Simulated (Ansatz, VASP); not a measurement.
**One calculation of BN, two programs**

```
B N
1.0
     2.51789    0.00000    0.00000
    -1.25895    2.18056    0.00000
     0.00000    0.00000    4.16478
B N
2 2
Direct
  0.33333 0.66667 0.99981
  0.66667 0.33333 0.49981
  0.33333 0.66667 0.37419
  0.66667 0.33333 0.87419
```

Change from the starting cell: strained cell.

Alike in both runs: functional r2SCAN; k mesh 9 × 9 × 6; occupations gaussian, width 0.02 eV; no spin polarisation.

Ansatz relaxed the structure, and its values are those at the end. VASP's run is a single point on that final structure, the one shown.

|  | VASP | Ansatz |
| --- | --- | --- |
| version | VASP 6.6.1 | Ansatz 0.2.0 |
| potentials or method | VASP PAW PBE potentials, release 64 (B, N), cutoff 520 eV | scalar-relativistic, plane waves, PAW |
| valence electrons in the cell | 16 | 16 |

|  | VASP | Ansatz | Ansatz less VASP |
| --- | --- | --- | --- |
| gap on the k mesh at the Fermi level (eV) | 5.66 | 5.69 | +0.028 |
| least direct gap on the mesh (eV) | 9.12 | 9.14 | +0.020 |
| pressure (GPa) | 14.0 | 12.4 | -1.58 |

VASP's potentials were made for PBE, not for r2SCAN. Ansatz's warnings: stress scf threshold loose.
